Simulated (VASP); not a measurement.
# Sc2Hg (Fm-3m) in VASP: a series of runs

Runs on Sc2Hg. Level: PBE. Tasks: single point, relaxation of cell and atoms.

Everything below comes from runs of VASP 6.6.1. Logs are shortened: lines on timing, memory, paths and dates and some standing lists are left out, and cuts for length are marked.

### 1 The cell of the first run

The structure is cubic, space group Fm-3m (No. 225). Conventional cell: a = 6.459 Å, b = 6.459 Å, c = 6.459 Å, α = 90.00°, β = 90.00°, γ = 90.00°. Sc (site symmetry -43m) has 4 Hg at 2.80 Å and 6 Sc at 3.23 Å within 3.7 Å. Hg (site symmetry m-3m) has 8 Sc at 2.80 Å within 3.7 Å.

### 2 Single point, PBE

The input, INCAR:

```
SYSTEM = Sc2Hg
  ALGO = Normal
  EDIFF = 1E-6
  ENCUT = 520
  GGA = PE
  ISIF = 2
  ISMEAR = 0
  LASPH = .TRUE.
  LCHARG = .TRUE.
  LELF = .TRUE.
  LREAL = .FALSE.
  LVHAR = .TRUE.
  LWAVE = .FALSE.
  NBANDS = 24
  NELM = 80
  PREC = Accurate
  SIGMA = 0.1
```

The input, KPOINTS:

```
k-points
0
G
  6 6 6
  0 0 0
```

The input, POSCAR:

```
Sc2Hg
1.0
    0.0000000000      3.2294677700      3.2294677700
    3.2294677700      0.0000000000      3.2294677700
    3.2294677700      3.2294677700      0.0000000000
Sc Hg
2 1
Direct
    0.2500000000      0.2500000000      0.2500000000
    0.7500000000      0.7500000000      0.7500000000
    0.0000000000      0.0000000000      0.0000000000
```

Potentials or basis: VASP PAW PBE potentials, release 64 (Sc_sv, Hg).

On the command line:

```sh
$ cat potpaw_PBE.64/Sc_sv/POTCAR potpaw_PBE.64/Hg/POTCAR > POTCAR
$ mpirun -np 1 vasp_std > vasp.out
```

OUTCAR:

```text
SYSTEM = Sc2Hg
   EDIFF = 1E-6
   ENCUT = 520
   GGA = PE
   ISIF = 2
   ISMEAR = 0
   LASPH = .TRUE.
   LREAL = .FALSE.
   NELM = 80
   PREC = Accurate

 ion  position               nearest neighbor table
   1  0.250  0.250  0.250-   3 2.80   3 2.80   3 2.80   3 2.80   2 3.23   2 3.23   2 3.23   2 3.23
                             2 3.23   2 3.23
   2  0.750  0.750  0.750-   3 2.80   3 2.80   3 2.80   3 2.80   1 3.23   1 3.23   1 3.23   1 3.23
                             1 3.23   1 3.23
   3  0.000  0.000  0.000-   1 2.80   2 2.80   2 2.80   2 2.80   2 2.80   1 2.80   1 2.80   1 2.80

  LATTYP: Found a face centered cubic cell.
 ALAT       =     6.4589355400

  Lattice vectors:

 A1 = (   0.0000000000,   3.2294677700,   3.2294677700)
 A2 = (   3.2294677700,   0.0000000000,   3.2294677700)
 A3 = (   3.2294677700,   3.2294677700,   0.0000000000)

Analysis of symmetry for initial positions (statically):
=====================================================================
 Subroutine PRICEL returns:
 Original cell was already a primitive cell.

 Routine SETGRP: Setting up the symmetry group for a
 face centered cubic supercell.

 Subroutine GETGRP returns: Found 48 space group operations
 (whereof 48 operations were pure point group operations)
 out of a pool of 48 trial point group operations.

The static configuration has the point symmetry O_h .

Analysis of symmetry for dynamics (positions and initial velocities):
=====================================================================
 Subroutine PRICEL returns:
 Original cell was already a primitive cell.

 Routine SETGRP: Setting up the symmetry group for a
 face centered cubic supercell.

 Subroutine GETGRP returns: Found 48 space group operations
 (whereof 48 operations were pure point group operations)
 out of a pool of 48 trial point group operations.

The dynamic configuration has the point symmetry O_h .

 Subroutine INISYM returns: Found 48 space group operations
 (whereof 48 operations are pure point group operations),
 and found     1 'primitive' translations

----------------------------------------------------------------------------------------

                                     Primitive cell

  volume of cell :      67.3632

  direct lattice vectors                    reciprocal lattice vectors
     0.000000000  3.229467770  3.229467770    -0.154824273  0.154824273  0.154824273
     3.229467770  0.000000000  3.229467770     0.154824273 -0.154824273  0.154824273
     3.229467770  3.229467770  0.000000000     0.154824273  0.154824273 -0.154824273

  length of vectors
     4.567157120  4.567157120  4.567157120     0.268163507  0.268163507  0.268163507

  position of ions in fractional coordinates (direct lattice)
     0.250000000  0.250000000  0.250000000
     0.750000000  0.750000000  0.750000000
     0.000000000  0.000000000  0.000000000

  ion indices of the primitive-cell ions
   primitive index   ion index
                 1           1
                 2           2
                 3           3

----------------------------------------------------------------------------------------

 KPOINTS: k-points

Automatic generation of k-mesh.
 Grid dimensions read from file:
 generate k-points for:    6    6    6

 Generating k-lattice:

  Cartesian coordinates                     Fractional coordinates (reciprocal lattice)
    -0.025804046  0.025804046  0.025804046     0.166666667  0.000000000  0.000000000
     0.025804046 -0.025804046  0.025804046     0.000000000  0.166666667  0.000000000
     0.025804046  0.025804046 -0.025804046     0.000000000  0.000000000  0.166666667

  Length of vectors
     0.044693918  0.044693918  0.044693918

  Shift w.r.t. Gamma in fractional coordinates (k-lattice)
     0.000000000  0.000000000  0.000000000

 Subroutine IBZKPT returns following result:
 ===========================================

 Found     16 irreducible k-points:

 Following reciprocal coordinates:
            Coordinates               Weight
  0.000000  0.000000  0.000000      1.000000
  0.166667  0.000000  0.000000      8.000000
  0.333333  0.000000  0.000000      8.000000
  0.500000  0.000000  0.000000      4.000000
  0.166667  0.166667  0.000000      6.000000
  0.333333  0.166667  0.000000     24.000000
[... 8 lines left out ...]
 -0.333333  0.333333  0.166667     24.000000
 -0.333333  0.500000  0.166667     12.000000
   k-points           NKPTS =     16   k-points in BZ     NKDIM =     16   number of bands    NBANDS=     24
   number of dos      NEDOS =    301   number of ions     NIONS =      3
   total plane-waves  NPLWV =  46656
   dimension x,y,z NGX =    36 NGY =   36 NGZ =   36
   dimension x,y,z NGXF=    72 NGYF=   72 NGZF=   72
   ions per type =               2   1
   NGX,Y,Z   is equivalent  to a cutoff of  13.10, 13.10, 13.10 a.u.
   NGXF,Y,Z  is equivalent  to a cutoff of  26.21, 26.21, 26.21 a.u.
 SYSTEM =  Sc2Hg
   PREC   = accura    normal or accurate (medium, high low for compatibility)
   ISTART =      0    job   : 0-new  1-cont  2-samecut
   ICHARG =      2    charge: 1-file 2-atom 10-const
   ISPIN  =      1    spin polarized calculation?
   LNONCOLLINEAR =      F non collinear calculations
   LSORBIT =      F    spin-orbit coupling
   LASPH  =      T    aspherical Exc in radial PAW
   ENCUT  =  520.0 eV  38.22 Ry    6.18 a.u.   8.49  8.49  8.49*2*pi/ulx,y,z
   NELM   =     80;   NELMIN=  2; NELMDL= -5     # of ELM steps
   EDIFF  = 0.1E-05   stopping-criterion for ELM
   LREAL  =      F    real-space projection
   EDIFFG = 0.1E-04   stopping-criterion for IOM
   NSW    =      0    number of steps for IOM
   IBRION =     -1    ionic relax: 0-MD 1-quasi-New 2-CG
   NFREE  =      0    steps in history (QN), initial steepest desc. (CG)
   ISIF   =      2    stress and relaxation
   ISYM   =      2    0-nonsym 1-usesym 2-fastsym
   POTIM  = 0.5000    time-step for ionic-motion
   TEBEG  =    0.0;   TEEND  =   0.0 temperature during run
   PSTRESS=    0.0 pullay stress
   NELECT =      34.0000    total number of electrons
   NUPDOWN=      -1.0000    fix difference up-down
   EMIN   =  10.00;   EMAX   =-10.00  energy-range for DOS
   EFERMI =   0.00;   METHOD = LEGACY
   ISMEAR =     0;   SIGMA  =   0.10  broadening in eV -4-tet -1-fermi 0-gaus
   EFERMI_NEDOS =   21; number of points for ismear=-14 and -15
   IALGO  =     38    algorithm
   IMIX   =      4    mixing-type and parameters
     AMIX     =   0.40;   BMIX     =  1.00
     AMIX_MAG =   1.60;   BMIX_MAG =  1.00
  volume/ion in A,a.u.               =      22.45       151.53
  Fermi-wavevector in a.u.,A,eV,Ry     =   1.303447  2.463158 23.115961  1.698975
  Thomas-Fermi vector in A             =   2.434449
   LORBIT       =      0    0 simple, 1 ext, 2 COOP (PROOUT), +10 PAW based schemes
   GGA     = PE    functional components
   LHFCALC =     F    Hartree Fock is set to
   AEXX    =    0.0000 exact exchange contribution
   IVDW    =     0    specifies the selected vdW correction
   LEPSILON=     F    determine dielectric tensor
   LRPA    =     F    only Hartree local field effects (RPA)
 non-spin polarized calculation
 Gauss-broadening in eV      SIGMA  =   0.10
  energy-cutoff  :      520.00
  volume of cell :       67.36
 maximum number of plane-waves:      1837
 NGX is ok and might be reduce to    36
   NGX = 17   NGY = 17   NGZ = 17

 number of electron      34.0000002 magnetization

 Free energy of the ion-electron system (eV)
  ---------------------------------------------------
  ext. energy  EPLUGINS =         0.00000000
  ---------------------------------------------------
  free energy    TOTEN  =       -12.57082984 eV

  energy without entropy =      -12.55327295  energy(sigma->0) =      -12.56205139

 E-fermi :   4.1757     XC(G=0): -10.4291

 val. band max:        4.1718808051   @ k =  -0.3333   0.3333   0.0000
 cond. band min:       4.1960070245   @ k =   0.5000   0.5000   0.0000
 fundamental gap:      0.0241262195
 Fermi energy:         4.1757493119

 k-point     1 :       0.0000    0.0000    0.0000
  band No.  band energies     occupation
      1     -45.6887      2.00000
      2     -45.6193      2.00000
      3     -24.4046      2.00000
      4     -24.4046      2.00000
      5     -24.4046      2.00000
      6     -24.2121      2.00000
[... 16 lines left out ...]
     23       7.9132      0.00000
     24       7.9132      0.00000

 k-point     2 :       0.1667    0.0000    0.0000
  band No.  band energies     occupation
      1     -45.6838      2.00000
      2     -45.6238      2.00000
      3     -24.3921      2.00000
      4     -24.3921      2.00000
      5     -24.3920      2.00000
      6     -24.2302      2.00000
[... 16 lines left out ...]
     23       7.4239      0.00000
     24       7.4239      0.00000

 k-point     3 :       0.3333    0.0000    0.0000
  band No.  band energies     occupation
      1     -45.6707      2.00000
      2     -45.6363      2.00000
      3     -24.3605      2.00000
      4     -24.3578      2.00000
      5     -24.3578      2.00000
      6     -24.2727      2.00000
[... 16 lines left out ...]
     23       6.6380      0.00000
     24       6.6380      0.00000

 k-point     4 :       0.5000    0.0000    0.0000
  band No.  band energies     occupation
      1     -45.6537      2.00000
      2     -45.6530      2.00000
      3     -24.3253      2.00000
      4     -24.3133      2.00000
      5     -24.3128      2.00000
      6     -24.3128      2.00000
[... 16 lines left out ...]
     23       6.2607      0.00000
     24       6.3574      0.00000

 k-point     5 :       0.1667    0.1667    0.0000
  band No.  band energies     occupation
      1     -45.6826      2.00000
      2     -45.6250      2.00000
      3     -24.4098      2.00000
      4     -24.4098      2.00000
      5     -24.3468      2.00000
      6     -24.2773      2.00000
[... 235 lines left out ...]
 k-point    14 :       0.5000    0.3333    0.1667
  band No.  band energies     occupation
      1     -45.6646      2.00000
      2     -45.6419      2.00000
      3     -24.4298      2.00000
      4     -24.3960      2.00000
      5     -24.3630      2.00000
      6     -24.2592      2.00000
[... 16 lines left out ...]
     23       6.6436      0.00000
     24       7.0336      0.00000

 k-point    15 :      -0.3333    0.3333    0.1667
  band No.  band energies     occupation
      1     -45.6532      2.00000
      2     -45.6531      2.00000
      3     -24.4339      2.00000
      4     -24.4238      2.00000
      5     -24.3125      2.00000
      6     -24.3107      2.00000
[... 16 lines left out ...]
     23       6.5521      0.00000
     24       6.5948      0.00000

 k-point    16 :      -0.3333    0.5000    0.1667
  band No.  band energies     occupation
      1     -45.6586      2.00000
      2     -45.6476      2.00000
      3     -24.4589      2.00000
      4     -24.4348      2.00000
      5     -24.3684      2.00000
      6     -24.2535      2.00000
[... 16 lines left out ...]
     23       6.3625      0.00000
     24       6.5713      0.00000

------------------------ aborting loop because EDIFF is reached ----------------------------------------

  FORCE on cell =-STRESS in cart. coord.  units (eV):
  Direction    XX          YY          ZZ          XY          YZ          ZX
  --------------------------------------------------------------------------------------
  -------------------------------------------------------------------------------------
  Total        5.2714947      5.2714947      5.2714947      0.0000000      0.0000000      0.0000000
  in kB      125.3780469    125.3780469    125.3780469      0.0000000      0.0000000      0.0000000
  external PRESSURE =     125.3780469 kB  Pullay stress =       0.0000000 kB

 VOLUME and BASIS-vectors are now :
 -----------------------------------------------------------------------------
  energy-cutoff  :      520.00
  volume of cell :       67.36
      direct lattice vectors                 reciprocal lattice vectors
     0.000000000  3.229467770  3.229467770    -0.154824273  0.154824273  0.154824273
     3.229467770  0.000000000  3.229467770     0.154824273 -0.154824273  0.154824273
     3.229467770  3.229467770  0.000000000     0.154824273  0.154824273 -0.154824273

 POSITION                                       TOTAL-FORCE (eV/Angst)
 -----------------------------------------------------------------------------------
      1.61473      1.61473      1.61473        -0.000000      0.000000     -0.000000
      4.84420      4.84420      4.84420         0.000000     -0.000000      0.000000
      0.00000      0.00000      0.00000        -0.000000      0.000000      0.000000
 -----------------------------------------------------------------------------------
    total drift:                                0.000000      0.000000      0.000000

  FREE ENERGIE OF THE ION-ELECTRON SYSTEM (eV)
  ---------------------------------------------------
  free  energy   TOTEN  =       -12.5708298366 eV

  energy  without entropy=      -12.5532729475  energy(sigma->0) =      -12.56205139
```

It took 56 s on 1 thread of Oxide Virtual Turin-like, shared host; peak memory 0.18 GiB.

What came out:

- Free energy: -12.5708 eV
- Pressure: 12.5 GPa
- Band gap on the k mesh: zero (band 17 reaches 4.20 eV, above the bottom of band 18 at 4.17 eV)

Levels at points of the mesh, in eV from the Fermi level:
```
           k point  band 13  band 14  band 15  band 16  band 17  band 18  band 19  band 20  band 21  band 22
(0.00, 0.00, 0.00)    -7.93    -7.70    -1.26    -1.26    -1.26     0.20     0.20     3.02     3.02     3.02
(0.50, 0.00, 0.00)    -7.85    -6.06    -2.97    -0.45    -0.45     1.06     1.06     1.38     1.48     1.48
(0.50, 0.50, 0.00)    -7.73    -5.56    -3.02    -0.35     0.02     0.39     0.39     0.61     1.83     1.83
```

Caveat: spin-orbit coupling is left out, which moves the levels of the heavy elements.

### 3 Single point, PBE

This run uses another cell than the first one, of 25.95 Å³/atom, 1.156 times its volume.

The input, INCAR:

```
PREC = Accurate
ENCUT = 520
EDIFF = 1E-6
ISMEAR = 0
SIGMA = 0.1
LREAL = F
LASPH = T
NELM = 80
ALGO = Fast
ISIF = 2
LWAVE = F
LCHARG = F
GGA = PE
NBANDS = 24
```

The input, KPOINTS:

```
regular mesh
0
Gamma
  12 12 12
```

The input, POSCAR:

```
Sc2Hg
1.0
    0.0000000000      3.3889741461      3.3889741461
    3.3889741461      0.0000000000      3.3889741461
    3.3889741461      3.3889741461      0.0000000000
Sc Hg
2 1
Direct
    0.2500000000      0.2500000000      0.2500000000
    0.7500000000      0.7500000000      0.7500000000
    0.0000000000      0.0000000000      0.0000000000
```

Potentials or basis: VASP PAW PBE potentials, release 64 (Sc_sv, Hg).

On the command line:

```sh
$ cat potpaw_PBE.64/Sc_sv/POTCAR potpaw_PBE.64/Hg/POTCAR > POTCAR
$ mpirun -np 1 vasp_std > vasp.out
```

It took 4.5 min on 1 thread of Oxide Virtual Turin-like, shared host; peak memory 0.26 GiB.

It converged, with:

| Property | Result |
| --- | --- |
| Free energy | -12.9479 eV |
| Pressure | 0.1 GPa |
| Band gap on the k mesh | zero (band 17 reaches 3.30 eV, above the bottom of band 18 at 3.22 eV) |

Levels at points of the mesh, in eV from the Fermi level:
| k point | band 14 | band 15 | band 16 | band 17 | band 18 | band 19 | band 20 | band 21 |
| --- | --- | --- | --- | --- | --- | --- | --- | --- |
| (0.00, 0.00, 0.00) | -7.10 | -0.99 | -0.99 | -0.99 | 0.15 | 0.15 | 2.51 | 2.51 |
| (0.50, 0.00, 0.00) | -5.66 | -2.74 | -0.38 | -0.38 | 0.89 | 0.89 | 1.20 | 1.30 |
| (0.50, 0.50, 0.00) | -5.20 | -2.79 | -0.29 | 0.09 | 0.26 | 0.26 | 0.43 | 1.61 |

Caveat: spin-orbit coupling is left out, which moves the levels of the heavy elements.

[end of part 1 of 2]
